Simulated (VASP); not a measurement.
Wanted: the native input for a VASP 6.6.1 run.

```yaml
Task: single point
Functional: PBE
Potentials_or_basis: VASP PAW PBE potentials, release 64 (Ag, Br)
Cutoff: 500 eV
k_mesh: 8 × 8 × 8
Occupations: fermi-dirac, width 0.02 eV
Spin: no spin polarisation
Dipole_correction: no
Further_INCAR_settings: ALGO = Normal; EDIFF = 1e-06; NBANDS = 16
```

The structure of AgBr lies in POSCAR:

```
AgBr
1.0
    0.0000000000      2.8927623052      2.8927623052
    2.8927623052      0.0000000000      2.8927623052
    2.8927623052      2.8927623052      0.0000000000
Ag Br
1 1
Direct
    0.0000000000      0.0000000000      0.0000000000
    0.5000000000      0.5000000000      0.5000000000
```

The input as run:

INCAR

```
PREC = Accurate ; ENCUT = 500
EDIFF = 1E-6 ; ISMEAR = -1
SIGMA = 0.02 ; LREAL = False
LASPH = True ; NELM = 120
ALGO = Normal ; ISIF = 2
LWAVE = False ; LCHARG = False
GGA = PE ; NBANDS = 16
GGA_COMPAT = False
```

KPOINTS

```
Automatic mesh
0
Gamma
  8 8 8
```

Potentials or basis: VASP PAW PBE potentials, release 64 (Ag, Br).

Run with:

```sh
$ cat potpaw_PBE.64/Ag/POTCAR potpaw_PBE.64/Br/POTCAR > POTCAR
$ mpirun -np 1 vasp_std > vasp.out
```

Results of the run:

```yaml
Pressure: 1.2 GPa
Band_gap_on_the_k_mesh: 0.68 eV, indirect (least direct gap 2.53 eV)
```

Run time: 20 s on 1 thread of Intel(R) Xeon(R) Platinum 8488C (Sapphire Rapids), with other jobs on the host, peak memory 0.17 GiB.
